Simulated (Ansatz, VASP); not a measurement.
# Two plane-wave programs on FeGe

The input INCAR:

```
ALGO = Normal
EDIFF = 1E-6
ENCUT = 520
GGA = PE
ISIF = 2
ISMEAR = 0
ISPIN = 2
LASPH = T
LCHARG = F
LMAXMIX = 4
LORBIT = 11
LREAL = F
LWAVE = F
MAGMOM = -0.06 -0.06 -0.06 -0.06 1.3 1.3 1.3 1.3
NBANDS = 58
NELM = 150
PREC = Accurate
SIGMA = 0.05
```

The input KPOINTS:

```
k-points
0
Gamma
  5 5 5
```

POSCAR

```
FeGe
1.0
    4.6890000000      0.0000000000      0.0000000000
    0.0000000000      4.6890000000      0.0000000000
    0.0000000000      0.0000000000      4.6890000000
Ge Fe
4 4
Direct
    0.8420000000      0.8420000000      0.8420000000
    0.6580000000      0.1580000000      0.3420000000
    0.3420000000      0.6580000000      0.1580000000
    0.1580000000      0.3420000000      0.6580000000
    0.1350000000      0.1350000000      0.1350000000
    0.3650000000      0.8650000000      0.6350000000
    0.6350000000      0.3650000000      0.8650000000
    0.8650000000      0.6350000000      0.3650000000
```

Input for Ansatz:

```yaml
crystal:
  lattice:
    - [4.689, 0.0, 0.0]
    - [0.0, 4.689, 0.0]
    - [0.0, 0.0, 4.689]
  atoms:
    - { symbol: Ge, position: [0.842, 0.842, 0.842] }
    - { symbol: Ge, position: [0.658, 0.158, 0.342] }
    - { symbol: Ge, position: [0.342, 0.658, 0.158] }
    - { symbol: Ge, position: [0.158, 0.342, 0.658] }
    - { symbol: Fe, position: [0.135, 0.135, 0.135] }
    - { symbol: Fe, position: [0.365, 0.865, 0.635] }
    - { symbol: Fe, position: [0.635, 0.365, 0.865] }
    - { symbol: Fe, position: [0.865, 0.635, 0.365] }
hamiltonian:
  xc: pbe
  pseudopotentials: { kind: paw }
basis:
  ecutwfc: 420
kpoints:
  mp_grid: { grid: [5, 5, 5] }
scf:
  occupations: { method: gaussian, width: 0.05 }
  lower_state_search: "off"
output:
  forces: true
  stress: true
magnetization:
  spin_polarized: true
```

Alike in both runs: task single point; functional PBE; k mesh 5 × 5 × 5; occupations gaussian, width 0.05 eV; collinear spin.

|  | VASP | Ansatz |
| --- | --- | --- |
| version | VASP 6.6.1 | Ansatz 0.2.0 |
| potentials or method | VASP PAW PBE potentials, release 64 (Ge_d, Fe), cutoff 520 eV | PAW, plane waves, scalar-relativistic |
| valence electrons in the cell | 88 | 120 |

```csv
,VASP,Ansatz,Ansatz less VASP
pressure (GPa),-2.8,-2.8,+0.01
rms of the force components (eV/Å),0.029,0.036,+0.0067
net moment per atom (μB),0.53,0.53,0.000
size of the moment on the site where the two differ most (μB),0.08,0.06,-0.027
```

Site moments also hang on the region over which each program counts them. Atom by atom the forces differ by 0.008 eV/Å (rms over components). VASP's potentials hold 88 valence electrons a cell and Ansatz's 120, so a difference there can come from the potentials and not from the codes. Ansatz's warnings: no starting moments.
